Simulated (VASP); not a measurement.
The system is TiS2.

```
Ti S
1.0
     3.41200    0.00000    0.00000
    -1.70600    2.95488    0.00000
     0.00000    0.00000    5.69500
Ti S
1 2
Direct
  0.00000 0.00000 0.00000
  0.33333 0.66667 0.25000
  0.66667 0.33333 0.75000
```

```yaml
Program: VASP 6.6.1
Task: relaxation of cell and atoms
Functional: PBE
Dispersion: D3(BJ)
Potentials_or_basis: VASP PAW PBE potentials, release 64 (Ti_sv, S)
Cutoff: 500 eV
k_mesh: 18 × 18 × 8
Occupations: gaussian, width 0.1 eV
Spin: no spin polarisation
```

At the start: pressure -3.0 GPa; volume 19.14 Å³/atom.

**Question.** How do energy, volume and symmetry change on relaxing?

**Answer.** Over 10 steps the energy falls by 8.8 meV/atom and the volume is 17.99 Å³/atom (-6.0 %); space group P-3m1 (No. 164, to 0.05 Å).

The path:
| step | energy change (eV) | largest force (eV/Å) | pressure (GPa) | volume (Å³) |
| --- | --- | --- | --- | --- |
| 1 | 0.0000 | 0.1266 | -2.97 | 57.42 |
| 2 | -0.0029 | 0.5376 | 2.73 | 54.52 |
| 3 | -0.0155 | 0.2121 | -0.10 | 55.86 |
| 4 | -0.0191 | 0.1398 | -0.12 | 55.55 |
| 5 | -0.0208 | 0.0290 | -0.11 | 55.07 |
| 6 | -0.0227 | 0.0294 | -0.01 | 54.76 |
| 7 | -0.0258 | 0.0277 | 0.39 | 53.83 |
| 8 | -0.0248 | 0.1201 | -0.97 | 54.32 |
| 9 | -0.0262 | 0.0243 | -0.09 | 54.00 |
| 10 | -0.0263 | 0.0125 | 0.01 | 53.97 |

Final structure:
```
CELL_PARAMETERS angstrom
3.36106 0.00000 0.00000
-1.68053 2.91076 0.00000
0.00000 0.00000 5.51649
ATOMIC_POSITIONS crystal
Ti 0.00000 0.00000 0.00000
S 0.33333 0.66667 0.25863
S 0.66667 0.33333 0.74137
```

Caveat: pairwise dispersion overbinds metals, which lowers pressure and volume.
